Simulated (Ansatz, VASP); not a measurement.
## Li: VASP beside Ansatz

The input INCAR:

```
SYSTEM = Li
ALGO = Fast
EDIFF = 1E-6
EDIFFG = -0.01
ENCUT = 600
GGA = PE
IBRION = 2
ISIF = 3
ISMEAR = 0
LASPH = .TRUE.
LCHARG = .FALSE.
LREAL = .FALSE.
LWAVE = .FALSE.
NELM = 100
NSW = 100
PREC = Accurate
SIGMA = 0.1
```

KPOINTS

```
k-points
0
G
  12 12 10
  0 0 0
```

The input POSCAR:

```
Li
1.0
    4.7783103338      0.0000000000      0.0000000000
   -2.3891551669      4.1381381363      0.0000000000
    0.0000000000      0.0000000000      5.8027903289
Li
2
Direct
    0.3333333333      0.6666666667      0.0000000000
    0.6666666667      0.3333333333      0.0000000000
```

Input for Ansatz:

```yaml
crystal:
  lattice:
    - [4.7783103338, 0.0, 0.0]
    - [-2.3891551669, 4.1381381363, 0.0]
    - [0.0, 0.0, 5.8027903289]
  atoms:
    - { symbol: Li, position: [0.3333333333, 0.6666666667, 0.0] }
    - { symbol: Li, position: [0.6666666667, 0.3333333333, 0.0] }
basis:
  ecutwfc: 420
kpoints:
  mp_grid: { grid: [12, 12, 10] }
hamiltonian:
  xc: pbe
scf:
  occupations: { method: gaussian, width: 0.1 }
output:
  forces: true
  stress: true
  eigenvalues: true
relax:
  adjacent_minimum: "off"
  f_tol: 0.01
  max_steps: 80
  cell: { stress_tol: 0.05 }
```

Alike in both runs: task relaxation of cell and atoms; functional PBE; k mesh 12 × 12 × 10; occupations gaussian, width 0.1 eV; no spin polarisation.

```csv
,VASP,Ansatz
version,VASP 6.6.1,Ansatz 0.2.0
potentials or method,"VASP PAW PBE potentials, release 64 (Li_sv), cutoff 600 eV","scalar-relativistic, plane waves, PAW"
valence electrons in the cell,6,6
```

```csv
,VASP,Ansatz,Ansatz less VASP
"gap on the k mesh at the Fermi level, each at its own relaxed structure (eV)",none,none,-
relaxed volume (Å³/atom),27.43,27.75,+0.322
relaxed length of the cell vector where the two differ most in proportion (Å),4.709,4.734,+0.0256
```

A gap of «none» marks a metal or a gap that the smearing closes.

Noted on VASP's run: the cutoff is under 1.25 times that of the potentials, so the pressure is a little rough; the volume moved by over 15 % at a fixed basis, so the end points are rough.
